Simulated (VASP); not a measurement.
A run of VASP 6.6.1:

File INCAR:

```
  PREC = Accurate
  ENCUT = 600
  EDIFF = 1E-7
  ISMEAR = -1
  SIGMA = 0.05
  LREAL = False
  LASPH = True
  NELM = 100
  ALGO = Normal
  ISIF = 3
  LWAVE = False
  LCHARG = False
  GGA = B5
  ALDAX = 1.0
  AGGAX = 1.0
  AGGAC = 1.0
  ALDAC = 0.0
  IBRION = 2
  NSW = 60
  EDIFFG = -0.01
```

The input KPOINTS:

```
Automatic mesh
0
Gamma
  11 11 6
```

The input POSCAR:

```
Re
1.0
    2.7608000000      0.0000000000      0.0000000000
   -1.3804000000      2.3909229348      0.0000000000
    0.0000000000      0.0000000000      4.4582000000
Re
2
Direct
    0.6666666667      0.3333333333      0.7500000000
    0.3333333333      0.6666666667      0.2500000000
```

Potentials or basis: VASP PAW PBE potentials, release 64 (Re).

Launch:

```console
$ cat potpaw_PBE.64/Re/POTCAR > POTCAR
$ mpirun -np 1 vasp_std > vasp.out
```

Hardware: 1 thread of Intel Xeon 8259CL, on a shared host.

Task: How long does it take, and how much memory?

Result: Wall time 4.7 min on 1 thread of Intel Xeon 8259CL, on a shared host, peak memory 0.18 GiB. Counts: scf iterations 65, k points 64, ion steps 9.
